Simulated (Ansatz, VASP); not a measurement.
One calculation of Ta, two programs

File INCAR:

```
PREC     = Accurate       # precision mode
ENCUT    = 520            # plane-wave cutoff, eV
EDIFF    = 1E-6           # SCF threshold, eV
ISMEAR   = -1             # smearing method
SIGMA    = 0.1            # smearing width, eV
LREAL    = False          # projectors in reciprocal space
LASPH    = True           # aspherical terms in the spheres
NELM     = 80             # most SCF steps
ALGO     = Normal         # electronic algorithm
ISIF     = 2              # what is computed and relaxed
LWAVE    = False          # write WAVECAR
LCHARG   = False          # write CHGCAR
GGA      = PS             # functional
NBANDS   = 18             # bands
```

Contents of KPOINTS:

```
Automatic mesh
0
Gamma
  17 17 9
```

POSCAR

```
Ta
1.0
    2.8681140808      0.0000000000      0.0000000000
   -1.4340570404      2.4838596549      0.0000000000
    0.0000000000      0.0000000000      5.0906837790
Ta
2
Direct
    0.3333333333      0.6666666667      0.2500000000
    0.6666666667      0.3333333333      0.7500000000
```

Input for Ansatz:

```yaml
crystal:
  lattice:
    - [2.8681140808, 0.0, 0.0]
    - [-1.4340570404, 2.4838596549, 0.0]
    - [0.0, 0.0, 5.090683779]
  atoms:
    - { symbol: Ta, position: [0.3333333333, 0.6666666667, 0.25] }
    - { symbol: Ta, position: [0.6666666667, 0.3333333333, 0.75] }
kpoints:
  mp_grid: { grid: [17, 17, 9] }
scf:
  occupations: { method: fermi_dirac, width: 0.1 }
hamiltonian:
  xc: pbesol
  pseudopotentials: { kind: all_electron, datasets: crystal }
output:
  forces: true
  stress: true
  eigenvalues: true
```

Change from the starting cell: volume scaled by 1, crystal datasets.

Alike in both runs: task single point; functional PBEsol; k mesh 17 × 17 × 9; occupations fermi-dirac, width 0.1 eV; no spin polarisation.

|  | VASP | Ansatz |
| --- | --- | --- |
| version | VASP 6.6.1 | Ansatz 0.2.0 |
| potentials or method | VASP PAW PBE potentials, release 64 (Ta_pv), cutoff 520 eV | all-electron PAW with datasets made for the crystal, scalar-relativistic |

|  | VASP | Ansatz | Ansatz less VASP |
| --- | --- | --- | --- |
| pressure (GPa) | 0.1 | -0.1 | -0.22 |
| traceless stress, the component that is largest in VASP (GPa) | -0.01 | 0.05 | +0.060 |

VASP's potentials were made for PBE, not for PBEsol. Ansatz ran all-electron here, and VASP with PAW potentials.

Spin-orbit coupling is off throughout.
